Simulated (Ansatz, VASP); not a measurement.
## One calculation of ScAl3N4, two programs

The input INCAR:

```
PREC     = Accurate       # precision mode
ENCUT    = 520            # plane-wave cutoff, eV
EDIFF    = 1E-6           # SCF threshold, eV
ISMEAR   = 0              # smearing method
SIGMA    = 0.1            # smearing width, eV
LREAL    = Auto         
LASPH    = True           # aspherical terms in the spheres
NELM     = 60             # most SCF steps
ALGO     = Normal         # electronic algorithm
ISIF     = 2              # what is computed and relaxed
LWAVE    = False          # write WAVECAR
LCHARG   = True           # write CHGCAR
GGA      = PS             # functional
LELF     = True           # ELF
LVHAR    = True         
NBANDS   = 54             # bands
```

KPOINTS

```
Automatic mesh
0
Gamma
  4 3 3
```

POSCAR

```
ScAl3N4
1.0
    0.0000000000      0.0000000000     -5.1789238400
    3.2366974300      5.6061244100      0.0000000000
    3.2366974300     -5.6061244100      0.0000000000
Sc Al N
2 6 8
Direct
    0.0000000000      0.1666666700      0.3333333300
    0.5000000000      0.3333333300      0.6666666700
    0.0000000000      0.1666666700      0.8333333300
    0.0000000000      0.6666666700      0.3333333300
    0.0000000000      0.6666666700      0.8333333300
    0.5000000000      0.3333333300      0.1666666700
    0.5000000000      0.8333333300      0.6666666700
    0.5000000000      0.8333333300      0.1666666700
    0.6200000000      0.1666666700      0.3333333300
    0.6200000000      0.1666666700      0.8333333300
    0.6200000000      0.6666666700      0.3333333300
    0.6200000000      0.6666666700      0.8333333300
    0.1200000000      0.3333333300      0.6666666700
    0.1200000000      0.3333333300      0.1666666700
    0.1200000000      0.8333333300      0.6666666700
    0.1200000000      0.8333333300      0.1666666700
```

Input for Ansatz:

```yaml
crystal:
  lattice:
    - [0.0, 0.0, -5.17892384]
    - [3.23669743, 5.60612441, 0.0]
    - [3.23669743, -5.60612441, 0.0]
  atoms:
    - { symbol: Sc, position: [0.0, 0.16666667, 0.33333333] }
    - { symbol: Al, position: [0.0, 0.16666667, 0.83333333] }
    - { symbol: Al, position: [0.0, 0.66666667, 0.33333333] }
    - { symbol: Al, position: [0.0, 0.66666667, 0.83333333] }
    - { symbol: Sc, position: [0.5, 0.33333333, 0.66666667] }
    - { symbol: Al, position: [0.5, 0.33333333, 0.16666667] }
    - { symbol: Al, position: [0.5, 0.83333333, 0.66666667] }
    - { symbol: Al, position: [0.5, 0.83333333, 0.16666667] }
    - { symbol: "N", position: [0.62, 0.16666667, 0.33333333] }
    - { symbol: "N", position: [0.62, 0.16666667, 0.83333333] }
    - { symbol: "N", position: [0.62, 0.66666667, 0.33333333] }
    - { symbol: "N", position: [0.62, 0.66666667, 0.83333333] }
    - { symbol: "N", position: [0.12, 0.33333333, 0.66666667] }
    - { symbol: "N", position: [0.12, 0.33333333, 0.16666667] }
    - { symbol: "N", position: [0.12, 0.83333333, 0.66666667] }
    - { symbol: "N", position: [0.12, 0.83333333, 0.16666667] }
basis:
  ecutwfc: 420
kpoints:
  mp_grid: { grid: [4, 3, 3] }
hamiltonian:
  xc: pbesol
scf:
  occupations: { method: gaussian, width: 0.1 }
output:
  forces: true
  stress: true
  eigenvalues: true
```

Alike in both runs: task single point; functional PBEsol; k mesh 4 × 3 × 3; occupations gaussian, width 0.1 eV; no spin polarisation.

|  | VASP | Ansatz |
| --- | --- | --- |
| version | VASP 6.6.1 | Ansatz 0.2.0 |
| potentials or method | VASP PAW PBE potentials, release 64 (Sc_sv, Al, N), cutoff 520 eV | scalar-relativistic, plane waves, PAW |
| valence electrons in the cell | 80 | 80 |

Ansatz gave:

| Item | Value |
| --- | --- |
| gap on the k mesh at the Fermi level (eV) | 3.63 |
| least direct gap on the mesh (eV) | 3.72 |
| pressure (GPa) | -3.7 |
| rms of the force components (eV/Å) | 1.039 |

**Question.** What did VASP give for the same quantities?

**Answer.** gap on the k mesh at the Fermi level (eV): 3.64; least direct gap on the mesh (eV): 3.73; pressure (GPa): -3.4; rms of the force components (eV/Å): 1.068.

VASP's potentials were made for PBE, not for PBEsol.
